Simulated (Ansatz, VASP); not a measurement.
**Two plane-wave programs on AlRu**

File INCAR:

```
PREC = Accurate
ENCUT = 520
EDIFF = 1E-7
ISMEAR = 0
SIGMA = 0.15
LREAL = F
LASPH = T
NELM = 60
ALGO = Fast
ISIF = 2
LWAVE = F
LCHARG = F
GGA = PS
NBANDS = 16
```

The input KPOINTS:

```
Automatic mesh
0
Gamma
  22 22 22
```

Contents of POSCAR:

```
AlRu
1.0
    2.9283928488      0.0000000000      0.0000000000
    0.0000000000      2.9283928488      0.0000000000
    0.0000000000      0.0000000000      3.0748124912
Al Ru
1 1
Direct
    0.0000000000      0.0000000000      0.0000000000
    0.5000000000      0.5000000000      0.5000000000
```

Input for Ansatz:

```yaml
crystal:
  lattice:
    - [2.9283928488, 0.0, 0.0]
    - [0.0, 2.9283928488, 0.0]
    - [0.0, 0.0, 3.0748124912]
  atoms:
    - { symbol: Al, position: [0.0, 0.0, 0.0] }
    - { symbol: Ru, position: [0.5, 0.5, 0.5] }
basis:
  ecutwfc: 420
kpoints:
  mp_grid: { grid: [22, 22, 22] }
hamiltonian:
  xc: pbesol
scf:
  occupations: { method: gaussian, width: 0.15 }
output:
  forces: true
  stress: true
  eigenvalues: true
```

Alike in both runs: task single point; functional PBEsol; k mesh 22 × 22 × 22; occupations gaussian, width 0.15 eV; no spin polarisation.

```csv
,VASP,Ansatz
version,VASP 6.6.1,Ansatz 0.2.0
potentials or method,"VASP PAW PBE potentials, release 64 (Al, Ru_pv), cutoff 520 eV","scalar-relativistic, plane waves, PAW"
valence electrons in the cell,17,19
```

|  | VASP | Ansatz | Ansatz less VASP |
| --- | --- | --- | --- |
| gap on the k mesh at the Fermi level (eV) | none | none | - |
| pressure (GPa) | 0.3 | 0.2 | -0.07 |
| traceless stress, the component that is largest in VASP (GPa) | -5.56 | -5.54 | +0.016 |

VASP's potentials were made for PBE, not for PBEsol. A gap of «none» marks a metal or a gap that the smearing closes. VASP's potentials hold 17 valence electrons a cell and Ansatz's 19, so a difference there can come from the potentials and not from the codes.
